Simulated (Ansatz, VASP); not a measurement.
## Be3Te4 in VASP and in Ansatz

The input INCAR:

```
SYSTEM = Be3Te4
PREC = Accurate
ENCUT = 600
EDIFF = 1E-6
ISMEAR = 0
SIGMA = 0.2
LREAL = .FALSE.
LASPH = .TRUE.
NELM = 60
ALGO = Normal
ISIF = 3
LWAVE = .FALSE.
LCHARG = .FALSE.
GGA = PE
IBRION = 2
NSW = 36
EDIFFG = -0.08
```

File KPOINTS:

```
Automatic mesh
0
G
  5 5 5
  0 0 0
```

Contents of POSCAR:

```
Be3Te4
1.0
    1.9552075600      1.1288396100      9.7809336700
   -1.9552075600      1.1288396100      9.7809336700
    0.0000000000     -2.2576792300      9.7809336700
Be Te
3 4
Direct
    0.2169999900      0.2169999900      0.2169999900
    0.7830000100      0.7830000100      0.7830000100
    0.0000000000      0.0000000000      0.0000000000
    0.1280000100      0.1280000100      0.1280000100
    0.8719999900      0.8719999900      0.8719999900
    0.2930000100      0.2930000100      0.2930000100
    0.7069999900      0.7069999900      0.7069999900
```

Input for Ansatz:

```yaml
crystal:
  lattice:
    - [1.95520756, 1.12883961, 9.78093367]
    - [-1.95520756, 1.12883961, 9.78093367]
    - [0.0, -2.25767923, 9.78093367]
  atoms:
    - { symbol: Be, position: [0.21699999, 0.21699999, 0.21699999] }
    - { symbol: Be, position: [0.78300001, 0.78300001, 0.78300001] }
    - { symbol: Be, position: [0.0, 0.0, 0.0] }
    - { symbol: Te, position: [0.12800001, 0.12800001, 0.12800001] }
    - { symbol: Te, position: [0.87199999, 0.87199999, 0.87199999] }
    - { symbol: Te, position: [0.29300001, 0.29300001, 0.29300001] }
    - { symbol: Te, position: [0.70699999, 0.70699999, 0.70699999] }
basis:
  ecutwfc: 420
kpoints:
  mp_grid: { grid: [5, 5, 5] }
hamiltonian:
  xc: pbe
scf:
  occupations: { method: gaussian, width: 0.2 }
  lower_state_search: "off"
output:
  forces: true
  stress: true
  eigenvalues: true
relax:
  adjacent_minimum: "off"
  f_tol: 0.08
  max_steps: 16
  cell: { stress_tol: 0.8 }
```

Change from the starting cell: species swapped into the Al4C3 type (R-3m, No. 166).

Alike in both runs: task relaxation of cell and atoms; functional PBE; k mesh 5 × 5 × 5; occupations gaussian, width 0.2 eV; no spin polarisation.

|  | VASP | Ansatz |
| --- | --- | --- |
| version | VASP 6.6.1 | Ansatz 0.2.0 |
| potentials or method | VASP PAW PBE potentials, release 64 (Be, Te), cutoff 600 eV | scalar-relativistic, plane waves, PAW |
| valence electrons in the cell | 30 | 70 |

```tsv
	VASP	Ansatz	Ansatz less VASP
gap on the k mesh at the Fermi level, each at its own relaxed structure (eV)	none	none	-
relaxed volume (Å³/atom)	23.69	23.80	+0.109
relaxed cell length with the largest relative difference (Å)	13.005	13.100	+0.0949
```

A gap of «none» marks a metal or a gap that the smearing closes. VASP's potentials hold 30 valence electrons a cell and Ansatz's 70, so a difference there can come from the potentials and not from the codes.

The k mesh is coarse, so the values compare programs but aren't converged. Neither program's run includes spin-orbit coupling. Noted on VASP's run: the volume moved by over 15 % at a fixed basis, so the end points are rough.
